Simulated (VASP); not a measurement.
Write the native input for VASP 6.6.1 that does the following.

```
Task                   : single point
Functional             : LDA
Potentials or basis    : VASP PAW LDA potentials, release 64 (K_sv, F)
Cutoff                 : 520 eV
k mesh                 : 8 × 8 × 8
Occupations            : gaussian, width 0.05 eV
Spin                   : no spin polarisation
Dipole correction      : no
Further INCAR settings : ALGO = Normal; EDIFF = 1e-06; NBANDS = 15
```

The structure of KF lies in POSCAR:

```
KF
1.0
    3.1611863500      0.0000000000      0.0000000000
    0.0000000000      3.1611863500      0.0000000000
    0.0000000000      0.0000000000      3.1611863500
K F
1 1
Direct
    0.0000000000      0.0000000000      0.0000000000
    0.5000000000      0.5000000000      0.5000000000
```

This cell differs from its parent crystal: strain -0.030 along x and y, -0.030 along z.

The input as run:

INCAR

```
ALGO = Normal
EDIFF = 1E-6
ENCUT = 520
ISIF = 2
ISMEAR = 0
LASPH = True
LCHARG = False
LREAL = False
LWAVE = False
NBANDS = 15
NELM = 60
PREC = Accurate
SIGMA = 0.05
```

KPOINTS

```
k-points
0
Gamma
  8 8 8
```

Potentials or basis: VASP PAW LDA potentials, release 64 (K_sv, F).

The run is started by

```bash
$ cat potpaw_LDA.64/K_sv/POTCAR potpaw_LDA.64/F/POTCAR > POTCAR
$ mpirun -np 1 vasp_std > vasp.out
```

It gave:

* Pressure: -3.1 GPa
* Band gap on the k mesh: 6.58 eV, indirect (least direct gap 6.61 eV)

Caveat: the cell differs from its parent crystal (strain -0.030 along x and y, -0.030 along z).

Wall time 18 s on 1 thread of Intel Xeon 8259CL, on a shared host, peak memory 0.13 GiB.
